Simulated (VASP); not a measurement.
BaO, 2 atoms in the cell. The structure is cubic, space group Fm-3m (No. 225). Conventional cell: a = 5.544 Å, b = 5.544 Å, c = 5.544 Å, α = 90.00°, β = 90.00°, γ = 90.00°. Ba (site symmetry m-3m) has 6 O at 2.77 Å within 3.7 Å. O (site symmetry m-3m) has 6 Ba at 2.77 Å within 3.7 Å. 

```yaml
Program: VASP 6.6.1
Task: G0W0 quasiparticle levels
Functional: PBE
Potentials_or_basis: VASP PAW PBE potentials, release 64 (Ba_sv_GW, O_GW)
Cutoff: 500 eV
k_mesh: 4 × 4 × 4
Occupations: gaussian, width 0.01 eV
Spin: no spin polarisation
Dipole_correction: no
GW_scheme: G0W0
GW_iterations: 1
Cutoff_of_the_response_function: 60
Frequency_points: 48
Empty_bands: 30
Further_INCAR_settings: ALGO = EVGW0; EDIFF = 1e-08; NBANDS = 38
```

Potentials or basis: VASP PAW PBE potentials, release 64 (Ba_sv_GW, O_GW).

Run with:

```sh
$ cat potpaw_PBE.64/Ba_sv_GW/POTCAR potpaw_PBE.64/O_GW/POTCAR > POTCAR
$ cp INCAR.step1 INCAR
$ mpirun -np 1 vasp_std > vasp.out
$ cp INCAR.step2 INCAR
$ mpirun -np 1 vasp_std > vasp.out
$ cp INCAR.step3 INCAR
$ mpirun -np 1 vasp_std > vasp.out
```

Hardware: 1 thread of Intel Xeon 8259CL, with other jobs on the host.

Estimate the wall time of this run.

It took 2.6 min on 1 thread of Intel Xeon 8259CL, on a shared host, peak memory 0.4 GiB. Counts: k points 8.
